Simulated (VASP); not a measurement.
Si16B (a cell with a defect), 17 atoms in the cell. The cell holds a defect, 17 atoms: a = 7.679 Å, b = 7.679 Å, c = 7.679 Å, α = 60.00°, β = 60.00°, γ = 60.00°. 

```yaml
Program: VASP 6.6.1
Task: single point
Functional: PBEsol
Potentials_or_basis: VASP PAW PBE potentials, release 64 (Si, B)
Cutoff: 520 eV
k_mesh: 2 × 2 × 2
Occupations: fermi-dirac, width 0.05 eV
Spin: collinear spin
Starting_moments: "[0.0, 0.0, 0.0, 0.0, 0.0, 0.0, 0.0, 0.0, 0.0, 0.0, 0.0, 0.0, 0.0, 0.0, 0.0, 0.0, 1.0] μB"
Dipole_correction: no
Further_INCAR_settings: LREAL = Auto; ALGO = Normal; EDIFF = 1e-07; NBANDS = 52
```

Potentials or basis: VASP PAW PBE potentials, release 64 (Si, B).

Command:

```bash
$ cat potpaw_PBE.64/Si/POTCAR potpaw_PBE.64/B/POTCAR > POTCAR
$ mpirun -np 1 vasp_std > vasp.out
```

Hardware: 1 thread of Intel Xeon 8259CL (shared host).

Q: Estimate the wall time of this run.

A: It took 14 min on 1 thread of Intel Xeon 8259CL, on a shared host, peak memory 0.71 GiB. Counts: scf iterations 17, k points 8.
